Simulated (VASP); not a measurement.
Set up this calculation in VASP 6.6.1, as the native input.

```yaml
Task: single point
Functional: LDA
Potentials_or_basis: VASP PAW LDA potentials, release 64 (O)
Cutoff: 520 eV
k_mesh: 22 × 22 × 22
Occupations: gaussian, width 0.15 eV
Spin: no spin polarisation
Dipole_correction: no
Further_INCAR_settings: ALGO = Normal; EDIFF = 1e-06; NBANDS = 13
```

The structure of O lies in POSCAR:

```
O
1.0
    0.0000000000      1.5219362693      3.7534708048
    1.5121110625      0.0000000000      3.7534708048
    1.5121110625      1.5219362693      0.0000000000
O
2
Direct
    0.0808467867      0.0808467867      0.9191532133
    0.9191532133      0.9191532133      0.0808467867
```

The input as run:

INCAR

```
SYSTEM = O
ALGO     = Normal         ! electronic algorithm
EDIFF    = 1E-6           ! SCF threshold, eV
ENCUT    = 520            ! plane-wave cutoff, eV
ISIF     = 2              ! what is computed and relaxed
ISMEAR   = 0              ! smearing method
LASPH    = .True.         ! aspherical terms in the spheres
LCHARG   = .False.        ! write CHGCAR
LREAL    = .False.        ! projectors in reciprocal space
LWAVE    = .False.        ! write WAVECAR
NBANDS   = 13             ! bands
NELM     = 60             ! most SCF steps
PREC     = Accurate       ! precision mode
SIGMA    = 0.15           ! smearing width, eV
```

KPOINTS

```
k-points
0
Gamma
  22 22 22
  0 0 0
```

Potentials or basis: VASP PAW LDA potentials, release 64 (O).

Run with:

```console
$ cat potpaw_LDA.64/O/POTCAR > POTCAR
$ mpirun -np 1 vasp_std > vasp.out
```

It gave:

The pressure is 14.5 GPa and the largest force is 0.066 eV/Å. The band gap on the k mesh is zero (band 6 reaches 4.69 eV, above the bottom of band 7 at 0.60 eV).

Caveat: the standard files for N, O and F lose accuracy on very short bonds; spin is off for a triplet molecule.

It took 5 min on 1 thread of Intel Xeon 6975P-C (shared host), peak memory 0.35 GiB.
